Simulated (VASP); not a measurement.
# KI (P-3m1) in VASP: notebook

Runs on KI. Level: PBE. Tasks: relaxation of cell and atoms, single point.

All numbers are computed with VASP 6.6.1; they aren't measurements. Logs are shortened: lines on timing, memory, paths and dates and some standing lists are left out, and cuts for length are marked.

### 1 The cell of the first run

It takes space group P-3m1 (No. 164, trigonal). The conventional cell has a = 5.075 Å, b = 5.075 Å, c = 20.718 Å, α = 90.00°, β = 90.00°, γ = 120.00°. K (site symmetry 3m) has 6 I at 3.59 Å within 4.7 Å. Within 4.7 Å of K (site symmetry -3m) lie 6 I at 3.59 Å. Within 4.7 Å of K (site symmetry 3m) lie 6 I at 3.59 Å. Within 4.7 Å of I (site symmetry 3m) lie 6 K at 3.59 Å. I (site symmetry 3m) has 6 K at 3.59 Å and 1 I at 4.14 Å within 4.7 Å. I (site symmetry -3m) has 6 K at 3.59 Å and 2 I at 4.14 Å within 4.7 Å.

### 2 Relaxation of cell and atoms, PBE

The input, INCAR:

```
SYSTEM = KI
PREC = Accurate ; ENCUT = 600
EDIFF = 1E-6 ; ISMEAR = 0
SIGMA = 0.02 ; LREAL = .FALSE.
LASPH = .TRUE. ; NELM = 100
ALGO = Normal ; ISIF = 3
LWAVE = .FALSE. ; LCHARG = .FALSE.
GGA = PE ; IBRION = 2
NSW = 65 ; EDIFFG = -0.01
```

The input, KPOINTS:

```
regular mesh
0
G
  6 6 2
  0 0 0
```

The input, POSCAR:

```
KI
1.0
    5.0747965705      0.0000000000      0.0000000000
   -2.5373982853      4.3949027491      0.0000000000
    0.0000000000      0.0000000000     20.7176523779
K I
5 5
Direct
    0.0000000000      0.0000000000      0.0000000000
    0.3333333333      0.6666666667      0.2000000000
    0.6666666667      0.3333333333      0.4000000000
    0.0000000000      0.0000000000      0.6000000000
    0.6666666667      0.3333333333      0.8000000000
    0.6666666667      0.3333333333      0.1000000000
    0.0000000000      0.0000000000      0.3000000000
    0.3333333333      0.6666666667      0.5000000000
    0.3333333333      0.6666666667      0.7000000000
    0.3333333333      0.6666666667      0.9000000000
```

Potentials or basis: VASP PAW PBE potentials, release 64 (K_sv, I).

Command:

```
$ cat potpaw_PBE.64/K_sv/POTCAR potpaw_PBE.64/I/POTCAR > POTCAR
$ mpirun -np 1 vasp_std > vasp.out
```

OUTCAR:

```text
SYSTEM = KI
   PREC = Accurate
   ENCUT = 600
   EDIFF = 1E-6
   ISMEAR = 0
   LREAL = .FALSE.
   LASPH = .TRUE.
   NELM = 100
   ISIF = 3
   GGA = PE
   IBRION = 2
   NSW = 65
   EDIFFG = -0.01

 ion  position               nearest neighbor table
   1  0.000  0.000  0.000-   6 3.59  10 3.59   6 3.59  10 3.59   6 3.59  10 3.59
   2  0.333  0.667  0.200-   6 3.59   6 3.59   7 3.59   7 3.59   7 3.59   6 3.59
   3  0.667  0.333  0.400-   8 3.59   8 3.59   7 3.59   7 3.59   7 3.59   8 3.59
   4  0.000  0.000  0.600-   8 3.59   9 3.59   8 3.59   9 3.59   8 3.59   9 3.59
   5  0.667  0.333  0.800-   9 3.59  10 3.59   9 3.59  10 3.59   9 3.59  10 3.59
   6  0.667  0.333  0.100-   2 3.59   2 3.59   1 3.59   1 3.59   1 3.59   2 3.59
   7  0.000  0.000  0.300-   2 3.59   3 3.59   2 3.59   3 3.59   2 3.59   3 3.59
   8  0.333  0.667  0.500-   3 3.59   3 3.59   4 3.59   4 3.59   4 3.59   3 3.59
   9  0.333  0.667  0.700-   5 3.59   5 3.59   4 3.59   4 3.59   4 3.59   5 3.59
  10  0.333  0.667  0.900-   5 3.59   5 3.59   1 3.59   1 3.59   1 3.59   5 3.59

  LATTYP: Found a hexagonal cell.
 ALAT       =     5.0747965705
 C/A-ratio  =     4.0824596789

  Lattice vectors:

 A1 = (   5.0747965705,   0.0000000000,   0.0000000000)
 A2 = (  -2.5373982853,   4.3949027491,   0.0000000000)
 A3 = (   0.0000000000,   0.0000000000,  20.7176523779)

Analysis of symmetry for initial positions (statically):
=====================================================================
 Subroutine PRICEL returns:
 Original cell was already a primitive cell.

 Routine SETGRP: Setting up the symmetry group for a
 hexagonal supercell.

 Subroutine GETGRP returns: Found 12 space group operations
 (whereof  6 operations were pure point group operations)
 out of a pool of 24 trial point group operations.

The static configuration has the point symmetry C_3v.
 The point group associated with its full space group is D_3d.

Analysis of symmetry for dynamics (positions and initial velocities):
=====================================================================
 Subroutine PRICEL returns:
 Original cell was already a primitive cell.

 Routine SETGRP: Setting up the symmetry group for a
 hexagonal supercell.

 Subroutine GETGRP returns: Found 12 space group operations
 (whereof  6 operations were pure point group operations)
 out of a pool of 24 trial point group operations.

The dynamic configuration has the point symmetry C_3v.
 The point group associated with its full space group is D_3d.

 Subroutine INISYM returns: Found 12 space group operations
 (whereof  6 operations are pure point group operations),
 and found     1 'primitive' translations

----------------------------------------------------------------------------------------

                                     Primitive cell

  volume of cell :     462.0707

  direct lattice vectors                    reciprocal lattice vectors
     5.074796571  0.000000000  0.000000000     0.197052234  0.113768160  0.000000000
    -2.537398285  4.394902749  0.000000000     0.000000000  0.227536320  0.000000000
     0.000000000  0.000000000 20.717652378     0.000000000  0.000000000  0.048268017

  length of vectors
     5.074796571  5.074796571 20.717652378     0.227536320  0.227536320  0.048268017

  position of ions in fractional coordinates (direct lattice)
     0.000000000  0.000000000  0.000000000
     0.333333333  0.666666667  0.200000000
     0.666666667  0.333333333  0.400000000
     0.000000000  0.000000000  0.600000000
     0.666666667  0.333333333  0.800000000
     0.666666667  0.333333333  0.100000000
     0.000000000  0.000000000  0.300000000
     0.333333333  0.666666667  0.500000000
     0.333333333  0.666666667  0.700000000
     0.333333333  0.666666667  0.900000000

  ion indices of the primitive-cell ions
   primitive index   ion index
                 1           1
                 2           2
                 3           3
                 4           4
                 5           5
                 6           6
                 7           7
                 8           8
                 9           9
                10          10

----------------------------------------------------------------------------------------

 KPOINTS: regular mesh

Automatic generation of k-mesh.
 Grid dimensions read from file:
 generate k-points for:    6    6    2

 Generating k-lattice:

  Cartesian coordinates                     Fractional coordinates (reciprocal lattice)
     0.032842039  0.018961360  0.000000000     0.166666667  0.000000000  0.000000000
     0.000000000  0.037922720  0.000000000     0.000000000  0.166666667  0.000000000
     0.000000000  0.000000000  0.024134009     0.000000000  0.000000000  0.500000000

  Length of vectors
     0.037922720  0.037922720  0.024134009

  Shift w.r.t. Gamma in fractional coordinates (k-lattice)
     0.000000000  0.000000000  0.000000000

 Subroutine IBZKPT returns following result:
 ===========================================

 Found     14 irreducible k-points:

 Following reciprocal coordinates:
            Coordinates               Weight
  0.000000  0.000000  0.000000      1.000000
  0.166667  0.000000  0.000000      6.000000
  0.333333 -0.000000  0.000000      6.000000
  0.500000  0.000000  0.000000      3.000000
  0.166667  0.166667  0.000000      6.000000
  0.333333  0.166667  0.000000     12.000000
  0.333333  0.333333  0.000000      2.000000
  0.000000  0.000000  0.500000      1.000000
  0.166667  0.000000  0.500000      6.000000
  0.333333 -0.000000  0.500000      6.000000
  0.500000  0.000000  0.500000      3.000000
  0.166667  0.166667  0.500000      6.000000
  0.333333  0.166667  0.500000     12.000000
  0.333333  0.333333  0.500000      2.000000
   k-points           NKPTS =     14   k-points in BZ     NKDIM =     14   number of bands    NBANDS=     48
   number of dos      NEDOS =    301   number of ions     NIONS =     10
   total plane-waves  NPLWV = 296352
   dimension x,y,z NGX =    42 NGY =   42 NGZ =  168
   dimension x,y,z NGXF=    84 NGYF=   84 NGZF=  336
   ions per type =               5   5
   NGX,Y,Z   is equivalent  to a cutoff of  13.76, 13.76, 13.48 a.u.
   NGXF,Y,Z  is equivalent  to a cutoff of  27.52, 27.52, 26.96 a.u.
 SYSTEM =  KI
   PREC   = accura    normal or accurate (medium, high low for compatibility)
   ISTART =      0    job   : 0-new  1-cont  2-samecut
   ICHARG =      2    charge: 1-file 2-atom 10-const
   ISPIN  =      1    spin polarized calculation?
   LNONCOLLINEAR =      F non collinear calculations
   LSORBIT =      F    spin-orbit coupling
   LASPH  =      T    aspherical Exc in radial PAW
   ENCUT  =  600.0 eV  44.10 Ry    6.64 a.u.  10.14 10.14 41.38*2*pi/ulx,y,z
   NELM   =    100;   NELMIN=  2; NELMDL= -5     # of ELM steps
   EDIFF  = 0.1E-05   stopping-criterion for ELM
   LREAL  =      F    real-space projection
   EDIFFG = -.1E-01   stopping-criterion for IOM
   NSW    =     65    number of steps for IOM
   IBRION =      2    ionic relax: 0-MD 1-quasi-New 2-CG
   NFREE  =      1    steps in history (QN), initial steepest desc. (CG)
   ISIF   =      3    stress and relaxation
   ISYM   =      2    0-nonsym 1-usesym 2-fastsym
   POTIM  = 0.5000    time-step for ionic-motion
   TEBEG  =    0.0;   TEEND  =   0.0 temperature during run
   PSTRESS=    0.0 pullay stress
   NELECT =      80.0000    total number of electrons
   NUPDOWN=      -1.0000    fix difference up-down
   EMIN   =  10.00;   EMAX   =-10.00  energy-range for DOS
   EFERMI =   0.00;   METHOD = LEGACY
   ISMEAR =     0;   SIGMA  =   0.02  broadening in eV -4-tet -1-fermi 0-gaus
   EFERMI_NEDOS =   21; number of points for ismear=-14 and -15
   IALGO  =     38    algorithm
   IMIX   =      4    mixing-type and parameters
     AMIX     =   0.40;   BMIX     =  1.00
     AMIX_MAG =   1.60;   BMIX_MAG =  1.00
  volume/ion in A,a.u.               =      46.21       311.82
  Fermi-wavevector in a.u.,A,eV,Ry     =   0.912435  1.724252 11.327366  0.832538
  Thomas-Fermi vector in A             =   2.036831
   LORBIT       =      0    0 simple, 1 ext, 2 COOP (PROOUT), +10 PAW based schemes
   GGA     = PE    functional components
   LHFCALC =     F    Hartree Fock is set to
   AEXX    =    0.0000 exact exchange contribution
   IVDW    =     0    specifies the selected vdW correction
   LEPSILON=     F    determine dielectric tensor
   LRPA    =     F    only Hartree local field effects (RPA)
 conjugate gradient relaxation of ions
 non-spin polarized calculation
 Gauss-broadening in eV      SIGMA  =   0.02
  energy-cutoff  :      600.00
  volume of cell :      462.07
 maximum number of plane-waves:     15468
 NGX is ok and might be reduce to    42
   NGX = 21   NGY = 21   NGZ = 83

--------------------------------------- Ionic step        1  -------------------------------------------

 number of electron      80.0000006 magnetization

 Free energy of the ion-electron system (eV)
  ---------------------------------------------------
  ext. energy  EPLUGINS =         0.00000000
  ---------------------------------------------------
  free energy    TOTEN  =       -27.63680021 eV

  energy without entropy =      -27.63680021  energy(sigma->0) =      -27.63680021

------------------------ aborting loop because EDIFF is reached ----------------------------------------

  FORCE on cell =-STRESS in cart. coord.  units (eV):
  Direction    XX          YY          ZZ          XY          YZ          ZX
  --------------------------------------------------------------------------------------
  -------------------------------------------------------------------------------------
  Total       -0.1387218     -0.1387218      1.7519789      0.0000000     -0.0000000      0.0000000
  in kB       -0.4810021     -0.4810021      6.0747862      0.0000000     -0.0000000      0.0000000
  external PRESSURE =       1.7042607 kB  Pullay stress =       0.0000000 kB
[... 113 lines left out ...]
  FREE ENERGIE OF THE ION-ELECTRON SYSTEM (eV)
  ---------------------------------------------------
  free  energy   TOTEN  =       -27.6714293071 eV

  energy  without entropy=      -27.6714293071  energy(sigma->0) =      -27.67142931

[... ionic steps 4 to 10 ...]

--------------------------------------- Ionic step       11  -------------------------------------------

 number of electron      80.0000002 magnetization

------------------------ aborting loop because EDIFF is reached ----------------------------------------

  FORCE on cell =-STRESS in cart. coord.  units (eV):
  Direction    XX          YY          ZZ          XY          YZ          ZX
  --------------------------------------------------------------------------------------
  -------------------------------------------------------------------------------------
  Total        0.1454465      0.1454465      0.0500637     -0.0000000      0.0000000      0.0000000
  in kB        0.5011098      0.5011098      0.1724856     -0.0000000      0.0000000      0.0000000
  external PRESSURE =       0.3915684 kB  Pullay stress =       0.0000000 kB
[... 73 lines left out ...]
  energy  without entropy=      -27.6856219111  energy(sigma->0) =      -27.68562191

--------------------------------------- Ionic step       13  -------------------------------------------

 number of electron      80.0000006 magnetization

 Free energy of the ion-electron system (eV)
  ---------------------------------------------------
  ext. energy  EPLUGINS =         0.00000000
  ---------------------------------------------------
  free energy    TOTEN  =       -27.68593856 eV

  energy without entropy =      -27.68593856  energy(sigma->0) =      -27.68593856

 E-fermi :  -0.4223     XC(G=0):  -6.9391

 val. band max:       -0.5820095767   @ k =   0.0000   0.0000   0.0000
 cond. band min:       3.0956343950   @ k =   0.0000   0.0000   0.0000
 fundamental gap:      3.6776439717
 Fermi energy:        -0.4222977289

 k-point     1 :       0.0000    0.0000    0.0000
  band No.  band energies     occupation
      1     -29.4574      2.00000
      2     -29.4570      2.00000
      3     -29.2303      2.00000
      4     -29.2273      2.00000
      5     -29.2272      2.00000
      6     -12.9888      2.00000
[... 740 lines left out ...]
  FREE ENERGIE OF THE ION-ELECTRON SYSTEM (eV)
  ---------------------------------------------------
  free  energy   TOTEN  =       -27.6859385574 eV

  energy  without entropy=      -27.6859385574  energy(sigma->0) =      -27.68593856

 reached required accuracy - stopping structural energy minimisation
```

Run time: 40 min. Hardware: 1 thread of Intel Xeon 6975P-C (Granite Rapids), shared host; peak memory 0.87 GiB.

What came out:

```
Free energy                            : -27.6859 eV
Relaxed volume                         : 46.74 Å³/atom
Relaxed cell                           : a = 5.020 Å, b = 5.020 Å, c = 21.414 Å, α = 90.00°, β = 90.00°, γ = 120.00°
Space group after relaxing (to 0.05 Å) : P-3m1 (No. 164)
Energy gained by relaxing              : 4.9 meV/atom
Ionic steps                            : 13
Pressure after relaxing                : 0.0 GPa
Largest force after relaxing           : 0.008 eV/Å
Band gap on the k mesh                 : 3.68 eV, direct
```

Forces on the atoms (eV/Å):
```
K    0.000  0.000  0.008
K    0.000  0.000  0.000
K    0.000  0.000 -0.008
K    0.000  0.000  0.007
K    0.000  0.000 -0.007
I    0.000  0.000  0.006
I    0.000  0.000 -0.006
I    0.000  0.000  0.000
I    0.000  0.000  0.000
I    0.000  0.000  0.000
```

Step by step:
```tsv
step	energy change (eV)	largest force (eV/Å)	pressure (GPa)	volume (Å³)
1	0.0000	0.1561	0.17	462.07
2	-0.0151	0.1275	0.08	465.35
3	-0.0346	0.0531	-0.16	475.14
4	-0.0404	0.0396	-0.09	471.17
5	-0.0431	0.0370	0.01	466.43
6	-0.0432	0.0366	0.02	465.99
7	-0.0438	0.0322	0.01	466.19
8	-0.0454	0.0238	-0.01	466.78
9	-0.0468	0.0283	-0.04	467.97
10	-0.0475	0.0269	-0.01	467.08
11	-0.0482	0.0228	0.04	465.03
12	-0.0488	0.0165	0.02	465.95
13	-0.0491	0.0078	-0.01	467.41
```

Final structure:
```yaml
crystal:
  lattice:
    - [5.02040, 0.00000, 0.00000]
    - [-2.51020, 4.34780, 0.00000]
    - [0.00000, 0.00000, 21.41359]
  atoms:
    - { symbol: K, position: [0.00000, 0.00000, 0.00334] }
    - { symbol: K, position: [0.33333, 0.66667, 0.20000] }
    - { symbol: K, position: [0.66667, 0.33333, 0.39666] }
    - { symbol: K, position: [0.00000, 0.00000, 0.59711] }
    - { symbol: K, position: [0.66667, 0.33333, 0.80289] }
    - { symbol: I, position: [0.66667, 0.33333, 0.10154] }
    - { symbol: I, position: [0.00000, 0.00000, 0.29846] }
    - { symbol: I, position: [0.33333, 0.66667, 0.49480] }
    - { symbol: I, position: [0.33333, 0.66667, 0.70000] }
    - { symbol: I, position: [0.33333, 0.66667, 0.90520] }
```

Caveat: spin-orbit coupling is left out, which moves the levels of the heavy elements. A k mesh can miss the band edges.

### 3 Single point, PBE

This run uses another cell than the first one, of 46.56 Å³/atom, 1.008 times its volume.

The input, INCAR:

```
SYSTEM = KI
ALGO = Normal ; EDIFF = 1E-6
ENCUT = 520 ; GGA = PE
ISIF = 2 ; ISMEAR = 0
LASPH = .True. ; LCHARG = .False.
LREAL = .False. ; LWAVE = .False.
NBANDS = 51 ; NELM = 100
PREC = Accurate ; SIGMA = 0.02
```

The input, KPOINTS:

```
k-points
0
Gamma
  6 6 2
  0 0 0
```

The input, POSCAR:

```
KI
1.0
    5.0114997474      0.0000000000      0.0000000000
   -2.5057498737      4.3400860923      0.0000000000
    0.0000000000      0.0000000000     21.4050754831
K I
5 5
Direct
    0.0000000000      0.0000000000      0.0036804199
    0.3333333333      0.6666666667      0.2000000000
    0.6666666667      0.3333333333      0.3963195801
    0.0000000000      0.0000000000      0.5972167464
    0.6666666667      0.3333333333      0.8027832536
    0.6666666667      0.3333333333      0.1018405975
    0.0000000000      0.0000000000      0.2981594025
    0.3333333333      0.6666666667      0.4947551974
    0.3333333333      0.6666666667      0.7000000000
    0.3333333333      0.6666666667      0.9052448026
```

Potentials or basis: VASP PAW PBE potentials, release 64 (K_sv, I).

Command:

```
$ cat potpaw_PBE.64/K_sv/POTCAR potpaw_PBE.64/I/POTCAR > POTCAR
$ mpirun -np 1 vasp_std > vasp.out
```

Wall time 4.5 min (1 thread of Intel Xeon 6975P-C (Granite Rapids), shared host); peak memory 0.69 GiB.

Results (log left out):

- Free energy: -27.6853 eV
- Pressure: 0.0 GPa
- Band gap on the k mesh: 3.69 eV, direct

Levels at points of the mesh, in eV from the valence-band top:
| k point | band 37 | band 38 | band 39 | band 40 | band 41 | band 42 | band 43 | band 44 |
| --- | --- | --- | --- | --- | --- | --- | --- | --- |
| (0.00, 0.00, 0.00) | -0.15 | -0.06 | -0.06 | 0.00 | 3.69 | 4.42 | 4.45 | 5.32 |
| (0.50, 0.00, 0.00) | -0.38 | -0.36 | -0.36 | -0.07 | 4.78 | 5.19 | 5.25 | 5.51 |
| (0.00, 0.00, 0.50) | -0.11 | -0.11 | -0.07 | -0.07 | 3.84 | 4.01 | 4.94 | 5.02 |
| (0.50, 0.00, 0.50) | -0.37 | -0.37 | -0.35 | -0.08 | 4.82 | 5.03 | 5.47 | 5.49 |

Caveat: spin-orbit coupling is left out, which moves the levels of the heavy elements.
